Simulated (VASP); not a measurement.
A run of VASP 6.6.1 is set up as follows.

Contents of INCAR:

```
SYSTEM = TlBi
  PREC = Accurate
  ENCUT = 520
  EDIFF = 1E-6
  ISMEAR = -1
  SIGMA = 0.15
  LREAL = .False.
  LASPH = .True.
  NELM = 60
  ALGO = Fast
  ISIF = 2
  LWAVE = .False.
  LCHARG = .False.
  GGA = CA
  NBANDS = 21
```

Contents of KPOINTS:

```
regular mesh
0
Gamma
  12 12 12
  0 0 0
```

Contents of POSCAR:

```
TlBi
1.0
    3.8683000000      0.0000000000      0.0000000000
    0.0000000000      3.8683000000      0.0000000000
    0.0000000000      0.0000000000      3.8683000000
Tl Bi
1 1
Direct
    0.0000000000      0.0000000000      0.0000000000
    0.5000000000      0.5000000000      0.5000000000
```

Potentials or basis: VASP PAW LDA potentials, release 64 (Tl_d, Bi_d).

Launch:

```bash
$ cat potpaw_LDA.64/Tl_d/POTCAR potpaw_LDA.64/Bi_d/POTCAR > POTCAR
$ mpirun -np 1 vasp_std > vasp.out
```

(1) Predict the band gap on the k mesh.

(2) Estimate the pressure.

Answers

(1) zero (band 14 reaches 8.88 eV, above the bottom of band 15 at 5.37 eV).

(2) -0.7 GPa.

Caveat: spin-orbit coupling is left out, which moves the levels of the heavy elements.
